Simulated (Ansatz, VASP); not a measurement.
Two plane-wave programs on AgPd2

```
CELL_PARAMETERS angstrom
3.77393 0.00000 0.00000
0.00000 3.77393 0.00000
0.00000 0.00000 8.19252
ATOMIC_POSITIONS crystal
Ag 0.00000 0.00000 0.00000
Ag 0.50000 0.50000 0.50000
Pd 0.00000 0.50000 0.25014
Pd 0.00000 0.50000 0.75014
Pd 0.50000 0.00000 0.24986
Pd 0.50000 0.00000 0.74986
```

Alike in both runs: functional PBE; k mesh 4 × 4 × 4; occupations gaussian, width 0.1 eV; no spin polarisation.

Ansatz relaxed the structure, and its values are those at the end. VASP's run is a single point on that final structure, the one shown.

|  | VASP | Ansatz |
| --- | --- | --- |
| version | VASP 6.6.1 | Ansatz 0.2.0 |
| potentials or method | VASP PAW PBE potentials, release 64 (Ag, Pd), cutoff 520 eV | scalar-relativistic, plane waves, PAW |
| valence electrons in the cell | 62 | 110 |

|  | VASP | Ansatz | Ansatz less VASP |
| --- | --- | --- | --- |
| gap on the k mesh at the Fermi level (eV) | none | none | - |
| pressure (GPa) | -0.3 | -0.2 | +0.14 |

A gap of «none» marks a metal or a gap that the smearing closes. VASP's potentials hold 62 valence electrons a cell and Ansatz's 110, so a difference there can come from the potentials and not from the codes.

The k mesh is coarse, so the values compare programs but aren't converged.
